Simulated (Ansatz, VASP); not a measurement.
# Two plane-wave programs on AgCl

The input INCAR:

```
SYSTEM = AgCl
PREC = Accurate
ENCUT = 520
EDIFF = 1E-6
ISMEAR = -1
SIGMA = 0.02
LREAL = .FALSE.
LASPH = .TRUE.
NELM = 60
ALGO = Normal
ISIF = 2
LWAVE = .FALSE.
LCHARG = .FALSE.
GGA = PE
NBANDS = 16
```

File KPOINTS:

```
regular mesh
0
G
  8 8 8
  0 0 0
```

The input POSCAR:

```
AgCl
1.0
    0.0924394605      2.8656232746      2.8656232746
    2.8656232746      0.0924394605      2.8656232746
    2.8656232746      2.8656232746      0.0924394605
Ag Cl
1 1
Direct
    0.0000000000      0.0000000000      0.0000000000
    0.5000000000      0.5000000000      0.5000000000
```

Input for Ansatz:

```yaml
crystal:
  lattice:
    - [0.0924394605, 2.8656232746, 2.8656232746]
    - [2.8656232746, 0.0924394605, 2.8656232746]
    - [2.8656232746, 2.8656232746, 0.0924394605]
  atoms:
    - { symbol: Ag, position: [0.0, 0.0, 0.0] }
    - { symbol: Cl, position: [0.5, 0.5, 0.5] }
kpoints:
  mp_grid: { grid: [8, 8, 8] }
  band_path:
    path:
      - [0.0, 0.0, 0.0]
      - [0.5, 0.0, 0.5]
      - [0.625, 0.25, 0.625]
      - [0.375, 0.375, 0.75]
      - [0.5, 0.5, 0.5]
      - [0.5, 0.25, 0.75]
      - [0.0375, 0.0375, 0.075]
      - [0.0, 0.0, 0.5]
    npoints: 1
hamiltonian:
  xc: pbe
scf:
  occupations: { method: fermi_dirac, width: 0.02 }
  n_extra_bands: 4
output:
  forces: true
  stress: true
  eigenvalues: true
```

Change from the starting cell: shear_111 strain +5.0%.

Alike in both runs: task single point; functional PBE; k mesh 8 × 8 × 8; occupations fermi-dirac, width 0.02 eV; no spin polarisation.

|  | VASP | Ansatz |
| --- | --- | --- |
| version | VASP 6.6.1 | Ansatz 0.2.0 |
| potentials or method | VASP PAW PBE potentials, release 64 (Ag, Cl) | plane waves, PAW |
| plane-wave cutoff (eV) | 520 | 420 |
| valence electrons in the cell | 18 | 26 |

|  | VASP | Ansatz | Ansatz less VASP |
| --- | --- | --- | --- |
| gap on the k mesh at the Fermi level (eV) | 0.88 | 0.88 | +0.003 |
| pressure (GPa) | -0.7 | -0.6 | +0.12 |
| traceless stress, the component that is largest in VASP (GPa) | -0.23 | -0.23 | +0.001 |

The functional is the same, so the differences come from potentials, cutoffs and numerics. VASP's potentials hold 18 valence electrons a cell and Ansatz's 26, so a difference there can come from the potentials and not from the codes.
